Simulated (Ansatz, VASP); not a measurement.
# Two plane-wave programs on BaTiO3

Contents of INCAR:

```
SYSTEM = BaTiO3
PREC = Accurate
ENCUT = 520
EDIFF = 1E-8
ISMEAR = -1
SIGMA = 0.05
LREAL = .FALSE.
LASPH = .TRUE.
NELM = 100
ALGO = Normal
ISIF = 2
LWAVE = .FALSE.
LCHARG = .FALSE.
GGA = PE
LEFG = .TRUE.
NBANDS = 28
```

The input KPOINTS:

```
regular mesh
0
G
  9 9 9
  0 0 0
```

File POSCAR:

```
BaTiO3
1.0
    2.8463949824      1.6433669093      2.3330812713
   -2.8463949824      1.6433669093      2.3330812713
    0.0000000000     -3.2867338186      2.3330812713
Ba Ti O
1 1 3
Direct
    0.0000000000      0.0000000000      0.0000000000
    0.5140000000      0.5140000000      0.5140000000
    0.4916000000      0.4916000000      0.9815000000
    0.4916000000      0.9815000000      0.4916000000
    0.9815000000      0.4916000000      0.4916000000
```

Input for Ansatz:

```yaml
crystal:
  lattice:
    - [2.8463949824, 1.6433669093, 2.3330812713]
    - [-2.8463949824, 1.6433669093, 2.3330812713]
    - [0.0, -3.2867338186, 2.3330812713]
  atoms:
    - { symbol: Ba, position: [0.0, 0.0, 0.0] }
    - { symbol: Ti, position: [0.514, 0.514, 0.514] }
    - { symbol: O, position: [0.4916, 0.4916, 0.9815] }
    - { symbol: O, position: [0.4916, 0.9815, 0.4916] }
    - { symbol: O, position: [0.9815, 0.4916, 0.4916] }
kpoints:
  mp_grid: { grid: [9, 9, 9] }
scf:
  occupations: { method: fermi_dirac, width: 0.05 }
hamiltonian:
  xc: pbe
  pseudopotentials: { kind: paw }
output:
  forces: true
  stress: true
  eigenvalues: true
  efg: { contact_densities: true }
  write_density: true
  write_potential: true
  elf: true
  volumetric_format: npy
```

Change from the starting cell: volume scaled by 1.02, PAW files.

Alike in both runs: task electric field gradients; functional PBE; k mesh 9 × 9 × 9; occupations fermi-dirac, width 0.05 eV; no spin polarisation.

```csv
,VASP,Ansatz
version,VASP 6.6.1,Ansatz 0.2.0
potentials or method,"VASP PAW PBE potentials, release 64 (Ba_sv, Ti_sv, O)","PAW with Ansatz's default frozen-core files, scalar-relativistic"
plane-wave cutoff (eV),520,420
valence electrons in the cell,40,40
```

Ansatz gave:

```
gap on the k mesh at the Fermi level (eV)                     : 2.39
pressure (GPa)                                                : 1.6
traceless stress, the component that is largest in VASP (GPa) : -0.04
rms of the force components (eV/Å)                            : 0.061
size of Vzz on the site where it differs most (V/Å²)          : 22.8
```

Q: Which values does VASP return?

A: gap on the k mesh at the Fermi level (eV): 2.34; pressure (GPa): 3.3; traceless stress, the component that is largest in VASP (GPa): -0.09; rms of the force components (eV/Å): 0.051; size of Vzz on the site where it differs most (V/Å²): 21.9.

Atom by atom the forces differ by 0.027 eV/Å (rms over components).

Spin-orbit coupling is off throughout.
